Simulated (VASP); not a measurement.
# Hf in VASP: a series of runs

The runs below take Hf through single point, with PBE.

All numbers are computed with VASP 6.6.1; they aren't measurements. Logs are shortened: lines on timing, memory, paths and dates and some standing lists are left out, and cuts for length are marked.

## Step 1: The cell of the first run

The structure is hexagonal, space group P6/mmm (No. 191). The conventional cell has a = 4.962 Å, b = 4.962 Å, c = 3.086 Å, α = 90.00°, β = 90.00°, γ = 120.00°. Within 4.1 Å of Hf (site symmetry 6/mmm) lie 14 Hf at 3.09 to 3.25 Å. Hf (site symmetry -6m2) has 11 Hf at 2.87 to 3.25 Å within 3.8 Å.

## Step 2: Single point, PBE

File INCAR:

```
PREC = Accurate
ENCUT = 520
EDIFF = 1E-7
ISMEAR = -1
SIGMA = 0.05
LREAL = F
LASPH = T
NELM = 60
ALGO = Fast
ISIF = 2
LWAVE = F
LCHARG = T
GGA = PE
LELF = T
LVHAR = T
NBANDS = 22
```

File KPOINTS:

```
Automatic mesh
0
Gamma
  6 6 9
```

File POSCAR:

```
Hf
1.0
    4.9623295440      0.0000000000      0.0000000000
   -2.4811647720      4.2975034470      0.0000000000
    0.0000000000      0.0000000000      3.0862322500
Hf
3
Direct
    0.0000000000      0.0000000000      0.0000000000
    0.3333333333      0.6666666667      0.5000000000
    0.6666666667      0.3333333333      0.5000000000
```

Potentials or basis: VASP PAW PBE potentials, release 64 (Hf_pv).

The run is started by

```console
$ cat potpaw_PBE.64/Hf_pv/POTCAR > POTCAR
$ mpirun -np 1 vasp_std > vasp.out
```

OUTCAR:

```text
PREC = Accurate
   ENCUT = 520
   EDIFF = 1E-7
   ISMEAR = -1
   LREAL = F
   LASPH = T
   NELM = 60
   ISIF = 2
   GGA = PE

 ion  position               nearest neighbor table
   1  0.000  0.000  0.000-   2 3.25   3 3.25   2 3.25   3 3.25   2 3.25   2 3.25   3 3.25   3 3.25
                             3 3.25   3 3.25   2 3.25   2 3.25
   2  0.333  0.667  0.500-   3 2.87   3 2.87   3 2.87   1 3.25   1 3.25   1 3.25   1 3.25   1 3.25
                             1 3.25
   3  0.667  0.333  0.500-   2 2.87   2 2.87   2 2.87   1 3.25   1 3.25   1 3.25   1 3.25   1 3.25
                             1 3.25

  LATTYP: Found a hexagonal cell.
 ALAT       =     4.9623295440
 C/A-ratio  =     0.6219321435

  Lattice vectors:

 A1 = (   4.9623295440,   0.0000000000,   0.0000000000)
 A2 = (  -2.4811647720,   4.2975034470,   0.0000000000)
 A3 = (   0.0000000000,   0.0000000000,   3.0862322500)

Analysis of symmetry for initial positions (statically):
=====================================================================
 Subroutine PRICEL returns:
 Original cell was already a primitive cell.

 Routine SETGRP: Setting up the symmetry group for a
 hexagonal supercell.

 Subroutine GETGRP returns: Found 24 space group operations
 (whereof 24 operations were pure point group operations)
 out of a pool of 24 trial point group operations.

The static configuration has the point symmetry D_6h.

Analysis of symmetry for dynamics (positions and initial velocities):
=====================================================================
 Subroutine PRICEL returns:
 Original cell was already a primitive cell.

 Routine SETGRP: Setting up the symmetry group for a
 hexagonal supercell.

 Subroutine GETGRP returns: Found 24 space group operations
 (whereof 24 operations were pure point group operations)
 out of a pool of 24 trial point group operations.

The dynamic configuration has the point symmetry D_6h.

 Subroutine INISYM returns: Found 24 space group operations
 (whereof 24 operations are pure point group operations),
 and found     1 'primitive' translations

----------------------------------------------------------------------------------------

                                     Primitive cell

  volume of cell :      65.8158

  direct lattice vectors                    reciprocal lattice vectors
     4.962329544  0.000000000  0.000000000     0.201518257  0.116346620  0.000000000
    -2.481164772  4.297503447  0.000000000     0.000000000  0.232693240  0.000000000
     0.000000000  0.000000000  3.086232250     0.000000000  0.000000000  0.324019685

  length of vectors
     4.962329544  4.962329544  3.086232250     0.232693240  0.232693240  0.324019685

  position of ions in fractional coordinates (direct lattice)
     0.000000000  0.000000000  0.000000000
     0.333333333  0.666666667  0.500000000
     0.666666667  0.333333333  0.500000000

  ion indices of the primitive-cell ions
   primitive index   ion index
                 1           1
                 2           2
                 3           3

----------------------------------------------------------------------------------------

 KPOINTS: Automatic mesh

Automatic generation of k-mesh.
 Grid dimensions read from file:
 generate k-points for:    6    6    9

 Generating k-lattice:

  Cartesian coordinates                     Fractional coordinates (reciprocal lattice)
     0.033586376  0.019391103  0.000000000     0.166666667  0.000000000  0.000000000
     0.000000000  0.038782207  0.000000000     0.000000000  0.166666667  0.000000000
     0.000000000  0.000000000  0.036002187     0.000000000  0.000000000  0.111111111

  Length of vectors
     0.038782207  0.038782207  0.036002187

  Shift w.r.t. Gamma in fractional coordinates (k-lattice)
     0.000000000  0.000000000  0.000000000

 Subroutine IBZKPT returns following result:
 ===========================================

 Found     35 irreducible k-points:

 Following reciprocal coordinates:
            Coordinates               Weight
  0.000000  0.000000  0.000000      1.000000
  0.166667 -0.000000  0.000000      6.000000
  0.333333  0.000000  0.000000      6.000000
  0.500000 -0.000000  0.000000      3.000000
  0.166667  0.166667  0.000000      6.000000
  0.333333  0.166667  0.000000     12.000000
[... 16 lines left out ...]
  0.166667 -0.000000  0.333333     12.000000
  0.333333  0.000000  0.333333     12.000000
 [... further k-points ...]
   k-points           NKPTS =     35   k-points in BZ     NKDIM =     35   number of bands    NBANDS=     22
   number of dos      NEDOS =    301   number of ions     NIONS =      3
   total plane-waves  NPLWV =  38400
   dimension x,y,z NGX =    40 NGY =   40 NGZ =   24
   dimension x,y,z NGXF=    80 NGYF=   80 NGZF=   48
   ions per type =               3
   NGX,Y,Z   is equivalent  to a cutoff of  13.40, 13.40, 12.93 a.u.
   NGXF,Y,Z  is equivalent  to a cutoff of  26.80, 26.80, 25.86 a.u.
 SYSTEM =  unknown system
[... 69 lines left out ...]
      3     -25.7841      2.00000
      4     -25.7841      2.00000
      5     -25.4215      2.00000
      6     -25.1751      2.00000
[... 14 lines left out ...]
     21       7.7914      0.00000
     22       7.7988      0.00000

 k-point     2 :       0.1667   -0.0000    0.0000
  band No.  band energies     occupation
      1     -25.9448      2.00000
      2     -25.9089      2.00000
      3     -25.6742      2.00000
      4     -25.6495      2.00000
      5     -25.4104      2.00000
      6     -25.1774      2.00000
[... 14 lines left out ...]
     21       7.3256      0.00000
     22       8.6688      0.00000

 k-point     3 :       0.3333    0.0000    0.0000
  band No.  band energies     occupation
      1     -26.0375      2.00000
      2     -25.8833      2.00000
      3     -25.5739      2.00000
      4     -25.5632      2.00000
      5     -25.3867      2.00000
      6     -25.2083      2.00000
[... 14 lines left out ...]
     21       8.2242      0.00000
     22       9.0936      0.00000

 k-point     4 :       0.5000   -0.0000    0.0000
  band No.  band energies     occupation
      1     -26.0712      2.00000
      2     -25.8045      2.00000
      3     -25.6230      2.00000
      4     -25.5361      2.00000
      5     -25.3740      2.00000
      6     -25.2319      2.00000
[... 14 lines left out ...]
     21       7.9376      0.00000
     22       9.2360      0.00000

 k-point     5 :       0.1667    0.1667    0.0000
  band No.  band energies     occupation
      1     -25.9727      2.00000
      2     -25.9506      2.00000
      3     -25.6289      2.00000
      4     -25.5274      2.00000
      5     -25.3931      2.00000
      6     -25.1925      2.00000
[... 14 lines left out ...]
     21       7.9202      0.00000
     22       9.4416      0.00000

 k-point     6 :       0.3333    0.1667    0.0000
  band No.  band energies     occupation
      1     -26.0114      2.00000
      2     -25.8709      2.00000
      3     -25.6949      2.00000
      4     -25.4407      2.00000
      5     -25.3748      2.00000
      6     -25.2658      2.00000
[... 14 lines left out ...]
     21       8.1774      0.00000
     22       8.8823      0.00000

 k-point     7 :       0.3333    0.3333    0.0000
  band No.  band energies     occupation
      1     -25.8762      2.00000
      2     -25.8746      2.00000
      3     -25.8746      2.00000
      4     -25.3694      2.00000
      5     -25.3374      2.00000
      6     -25.3374      2.00000
[... 324 lines left out ...]
      6     -25.3610      2.00000
[... 14 lines left out ...]
     21       8.4166      0.00000
     22       8.6383      0.00000

 k-point    21 :       0.3333    0.3333    0.2222
  band No.  band energies     occupation
      1     -25.9096      2.00000
      2     -25.8356      2.00000
      3     -25.8356      2.00000
      4     -25.5263      2.00000
      5     -25.3823      2.00000
      6     -25.3823      2.00000
[... 14 lines left out ...]
     21       8.6408      0.00000
     22       9.4333      0.00000

 k-point    22 :       0.0000    0.0000    0.3333
  band No.  band energies     occupation
      1     -25.7873      2.00000
      2     -25.7455      2.00000
      3     -25.7455      2.00000
      4     -25.7312      2.00000
      5     -25.7312      2.00000
      6     -25.6391      2.00000
[... 14 lines left out ...]
     21       8.9345      0.00000
     22       9.4991      0.00000

 k-point    23 :       0.1667   -0.0000    0.3333
  band No.  band energies     occupation
      1     -25.8441      2.00000
      2     -25.8134      2.00000
      3     -25.7614      2.00000
      4     -25.6829      2.00000
      5     -25.6734      2.00000
      6     -25.5738      2.00000
[... 14 lines left out ...]
     21       8.8522      0.00000
     22       9.5669      0.00000

 k-point    24 :       0.3333    0.0000    0.3333
  band No.  band energies     occupation
      1     -25.8877      2.00000
      2     -25.8728      2.00000
      3     -25.8092      2.00000
      4     -25.6339      2.00000
      5     -25.5845      2.00000
      6     -25.5025      2.00000
[... 14 lines left out ...]
     21       8.5251      0.00000
     22       9.3800      0.00000

 [... further k-points ...]
[... 5 lines left out ...]
  --------------------------------------------------------------------------------------
  -------------------------------------------------------------------------------------
  Total        0.6538363      0.6538363      0.7289730      0.0000000     -0.0000000      0.0000000
  in kB       15.9165591     15.9165591     17.7456364      0.0000000     -0.0000000      0.0000000
  external PRESSURE =      16.5262515 kB  Pullay stress =       0.0000000 kB

 VOLUME and BASIS-vectors are now :
 -----------------------------------------------------------------------------
  energy-cutoff  :      520.00
  volume of cell :       65.82
      direct lattice vectors                 reciprocal lattice vectors
     4.962329544  0.000000000  0.000000000     0.201518257  0.116346620  0.000000000
    -2.481164772  4.297503447  0.000000000     0.000000000  0.232693240  0.000000000
     0.000000000  0.000000000  3.086232250     0.000000000  0.000000000  0.324019685

 POSITION                                       TOTAL-FORCE (eV/Angst)
 -----------------------------------------------------------------------------------
      0.00000      0.00000      0.00000        -0.000000      0.000000      0.000000
     -0.00000      2.86500      1.54312        -0.000000      0.000000     -0.000000
      2.48116      1.43250      1.54312         0.000000      0.000000      0.000000
 -----------------------------------------------------------------------------------
    total drift:                                0.000000     -0.000000      0.000000

  FREE ENERGIE OF THE ION-ELECTRON SYSTEM (eV)
  ---------------------------------------------------
  free  energy   TOTEN  =       -29.6483598845 eV

  energy  without entropy=      -29.6238577616  energy(sigma->0) =      -29.63610882
```

Run time: 29 s. Hardware: 1 thread of Intel Xeon 6975P-C (Granite Rapids), shared host; peak memory 0.2 GiB.

What came out:

* Free energy: -29.6484 eV
* Pressure: 1.7 GPa
* Band gap on the k mesh: zero (band 15 reaches 5.16 eV, above the bottom of band 16 at 4.26 eV)

Stress tensor (GPa, compression positive):
```
1.59 0.00 0.00
0.00 1.59 0.00
0.00 0.00 1.77
```

Caveat: spin-orbit coupling is left out, which moves the levels of the heavy elements.

## Step 3: Single point, PBE

This run uses another cell than the first one, of 22.38 Å³/atom, 1.020 times its volume.

File INCAR:

```
SYSTEM = Hf
  ALGO = Fast
  EDIFF = 1E-6
  ENCUT = 520
  GGA = PE
  ISIF = 2
  ISMEAR = -1
  LASPH = .TRUE.
  LCHARG = .FALSE.
  LREAL = .FALSE.
  LWAVE = .FALSE.
  NBANDS = 22
  NELM = 80
  PREC = Accurate
  SIGMA = 0.05
```

File KPOINTS:

```
k-points
0
G
  6 6 9
  0 0 0
```

File POSCAR:

```
Hf
1.0
    4.9951936113      0.0000000000      0.0000000000
   -2.4975968057      4.3259645642      0.0000000000
    0.0000000000      0.0000000000      3.1066714698
Hf
3
Direct
    0.0000000000      0.0000000000      0.0000000000
    0.3333333333      0.6666666667      0.5000000000
    0.6666666667      0.3333333333      0.5000000000
```

Potentials or basis: VASP PAW PBE potentials, release 64 (Hf_pv).

The run is started by

```console
$ cat potpaw_PBE.64/Hf_pv/POTCAR > POTCAR
$ mpirun -np 1 vasp_std > vasp.out
```

It took 22 s on 1 thread of Intel Xeon 6975P-C (Granite Rapids), shared host; peak memory 0.2 GiB.

Results (log left out):

```yaml
Free_energy: -29.6523 eV
Pressure: -0.7 GPa
Band_gap_on_the_k_mesh: zero (band 15 reaches 5.03 eV, above the bottom of band 16 at 4.12 eV)
```

Stress tensor (GPa, compression positive):
```
-0.71  0.00  0.00
 0.00 -0.71  0.00
 0.00  0.00 -0.58
```

Levels at points of the mesh, in eV from the Fermi level:
| k point | band 13 | band 14 | band 15 | band 16 | band 17 | band 18 |
| --- | --- | --- | --- | --- | --- | --- |
| (0.00, 0.00, 0.00) | -0.63 | -0.60 | -0.59 | -0.59 | 1.12 | 2.14 |
| (0.50, 0.00, 0.00) | -0.42 | -0.36 | -0.31 | 0.22 | 0.88 | 1.02 |

Caveat: spin-orbit coupling is left out, which moves the levels of the heavy elements.

## Step 4: Single point, PBE

This run uses another cell than the first one, of 22.82 Å³/atom, 1.040 times its volume.

File INCAR:

```
SYSTEM = Hf
  PREC = Accurate
  ENCUT = 520
  EDIFF = 1E-7
  ISMEAR = -1
  SIGMA = 0.05
  LREAL = .False.
  LASPH = .True.
  NELM = 60
  ALGO = Fast
  ISIF = 2
  LWAVE = .False.
  LCHARG = .False.
  GGA = PE
  NBANDS = 22
```

File KPOINTS:

```
Automatic mesh
0
Gamma
  6 6 9
  0 0 0
```

File POSCAR:

```
Hf
1.0
    5.0276308424      0.0000000000      0.0000000000
   -2.5138154212      4.3540560303      0.0000000000
    0.0000000000      0.0000000000      3.1268452265
Hf
3
Direct
    0.0000000000      0.0000000000      0.0000000000
    0.3333333333      0.6666666667      0.5000000000
    0.6666666667      0.3333333333      0.5000000000
```

The run is started by

```console
$ cat potpaw_PBE.64/Hf_pv/POTCAR > POTCAR
$ mpirun -np 1 vasp_std > vasp.out
```

Run time: 40 s. Hardware: 1 thread of Intel Xeon 6975P-C (Granite Rapids), shared host; peak memory 0.2 GiB.

The run converged. Its results:

```
Free energy            : -29.6390 eV
Pressure               : -2.6 GPa
Band gap on the k mesh : zero (band 15 reaches 4.89 eV, above the bottom of band 16 at 3.99 eV)
```

Stress tensor (GPa, compression positive):
```
-2.66  0.00  0.00
 0.00 -2.66  0.00
 0.00  0.00 -2.57
```

Levels at points of the mesh, in eV from the Fermi level:
| k point | band 11 | band 12 | band 13 | band 14 | band 15 | band 16 | band 17 | band 18 | band 19 | band 20 |
| --- | --- | --- | --- | --- | --- | --- | --- | --- | --- | --- |
| (0.00, 0.00, 0.00) | -2.37 | -0.63 | -0.63 | -0.60 | -0.59 | -0.59 | 1.11 | 2.11 | 2.11 | 2.82 |
| (0.50, 0.00, 0.00) | -4.46 | -3.41 | -0.39 | -0.33 | -0.29 | 0.23 | 0.88 | 0.95 | 1.58 | 2.93 |

Caveat: spin-orbit coupling is left out, which moves the levels of the heavy elements.

## Step 5: Single point, PBE

This run uses another cell than the first one, of 23.25 Å³/atom, 1.060 times its volume.

File INCAR:

```
PREC     = Accurate       # precision mode
ENCUT    = 520            # plane-wave cutoff, eV
EDIFF    = 1E-7           # SCF threshold, eV
ISMEAR   = -1             # smearing method
SIGMA    = 0.05           # smearing width, eV
LREAL    = False          # projectors in reciprocal space
LASPH    = True           # aspherical terms in the spheres
NELM     = 80             # most SCF steps
ALGO     = Fast           # electronic algorithm
ISIF     = 2              # what is computed and relaxed
LWAVE    = False          # write WAVECAR
LCHARG   = False          # write CHGCAR
GGA      = PE             # functional
NBANDS   = 22             # bands
```

File KPOINTS:

```
regular mesh
0
Gamma
  6 6 9
```

File POSCAR:

```
Hf
1.0
    5.0596548321      0.0000000000      0.0000000000
   -2.5298274161      4.3817896190      0.0000000000
    0.0000000000      0.0000000000      3.1467619751
Hf
3
Direct
    0.0000000000      0.0000000000      0.0000000000
    0.3333333333      0.6666666667      0.5000000000
    0.6666666667      0.3333333333      0.5000000000
```

The run is started by

```console
$ cat potpaw_PBE.64/Hf_pv/POTCAR > POTCAR
$ mpirun -np 1 vasp_std > vasp.out
```

It took 36 s on 1 thread of Intel Xeon 6975P-C (Granite Rapids), shared host; peak memory 0.2 GiB.

It converged, with:

```
Free energy            : -29.6100 eV
Pressure               : -4.5 GPa
Band gap on the k mesh : zero (band 15 reaches 4.77 eV, above the bottom of band 16 at 3.86 eV)
```

Levels at points of the mesh, in eV from the Fermi level:
```csv
k point,band 13,band 14,band 15,band 16,band 17,band 18
"(0.00, 0.00, 0.00)",-0.62,-0.60,-0.59,-0.59,1.10,2.09
"(0.50, 0.00, 0.00)",-0.36,-0.30,-0.27,0.25,0.87,0.89
```

Caveat: spin-orbit coupling is left out, which moves the levels of the heavy elements.

## Step 6: Single point, PBE (atoms moved at random)

File INCAR:

```
SYSTEM = Hf
PREC     = Accurate       ! precision mode
ENCUT    = 520            ! plane-wave cutoff, eV
EDIFF    = 1E-6           ! SCF threshold, eV
ISMEAR   = -1             ! smearing method
SIGMA    = 0.05           ! smearing width, eV
LREAL    = .False.        ! projectors in reciprocal space
LASPH    = .True.         ! aspherical terms in the spheres
NELM     = 80             ! most SCF steps
ALGO     = Fast           ! electronic algorithm
ISIF     = 2              ! what is computed and relaxed
LWAVE    = .False.        ! write WAVECAR
LCHARG   = .False.        ! write CHGCAR
GGA      = PE             ! functional
NBANDS   = 22             ! bands
```

File KPOINTS:

```
Automatic mesh
0
Gamma
  6 6 9
  0 0 0
```

File POSCAR:

```
Hf
1.0
    4.9623295440      0.0000000000      0.0000000000
   -2.4811647720      4.2975034470      0.0000000000
    0.0000000000      0.0000000000      3.0862322500
Hf
3
Direct
    0.0076580000      0.0089810000      0.0095940000
    0.3393230000      0.6644730000      0.4890650000
    0.6661210000      0.3289140000      0.5034020000
```

Potentials or basis: VASP PAW PBE potentials, release 64 (Hf_pv).

The run is started by

```console
$ cat potpaw_PBE.64/Hf_pv/POTCAR > POTCAR
$ mpirun -np 1 vasp_std > vasp.out
```

Wall time 2.1 min (1 thread of Intel Xeon 6975P-C (Granite Rapids), shared host); peak memory 0.32 GiB.

It converged, with:

```yaml
Free_energy: -29.6370 eV
Pressure: 1.6 GPa
Largest_force: 0.269 eV/Å
Band_gap_on_the_k_mesh: zero (band 15 reaches 5.16 eV, above the bottom of band 16 at 4.33 eV)
```

Forces on the atoms (eV/Å):
```
Hf   0.008 -0.162 -0.214
Hf  -0.098  0.063  0.167
Hf   0.090  0.099  0.048
```

Stress tensor (GPa, compression positive):
```
 1.49 -0.11 -0.02
-0.11  1.65  0.10
-0.02  0.10  1.72
```

Levels at points of the mesh, in eV from the Fermi level:
```csv
k point,band 12,band 13,band 14,band 15,band 16,band 17,band 18,band 19
"(0.00, 0.00, 0.00)",-0.70,-0.66,-0.59,-0.56,-0.51,1.14,2.16,2.17
"(0.50, 0.00, 0.00)",-3.53,-0.44,-0.36,-0.29,0.15,0.85,1.10,1.61
"(0.00, 0.50, 0.00)",-3.54,-0.50,-0.45,-0.29,0.26,0.91,1.10,1.61
"(0.50, 0.50, 0.00)",-3.54,-0.54,-0.40,-0.31,0.26,0.91,1.10,1.61
```

Caveat: the cell differs from its parent crystal (atoms moved at random); spin-orbit coupling is left out, which moves the levels of the heavy elements.

## Step 7: Overview

| cell | further INCAR settings | gap on the mesh (eV) | pressure (GPa) |
| --- | --- | --- | --- |
| a = 4.962, b = 4.962, c = 3.086 Å, angles 90.0, 90.0, 120.0°, 3 atoms | ALGO = Fast; EDIFF = 1e-07; NBANDS = 22 | none | 1.7 |
| a = 4.995, b = 4.995, c = 3.107 Å, angles 90.0, 90.0, 120.0°, 3 atoms | ALGO = Fast; EDIFF = 1e-06; NBANDS = 22 | none | -0.7 |
| a = 5.028, b = 5.028, c = 3.127 Å, angles 90.0, 90.0, 120.0°, 3 atoms | ALGO = Fast; EDIFF = 1e-07; NBANDS = 22 | none | -2.6 |
| a = 5.060, b = 5.060, c = 3.147 Å, angles 90.0, 90.0, 120.0°, 3 atoms | ALGO = Fast; EDIFF = 1e-07; NBANDS = 22 | none | -4.5 |
| a = 4.962, b = 4.962, c = 3.086 Å, angles 90.0, 90.0, 120.0°, 3 atoms | ALGO = Fast; EDIFF = 1e-06; NBANDS = 22 | none | 1.6 |

Some of these runs hold the atoms at other places in the same cell, which the table doesn't show; runs alike in all that it shows share one row.

Alike in all rows: task single point; level PBE; potentials or basis VASP PAW PBE potentials, release 64 (Hf_pv); no spin polarisation; k mesh 6 × 6 × 9; cutoff (eV) 520; smearing fermi-dirac 0.05 eV.

Caveats: spin-orbit coupling is left out, which moves the levels of the heavy elements.

Absolute energies hang on the potentials; compare differences alone.
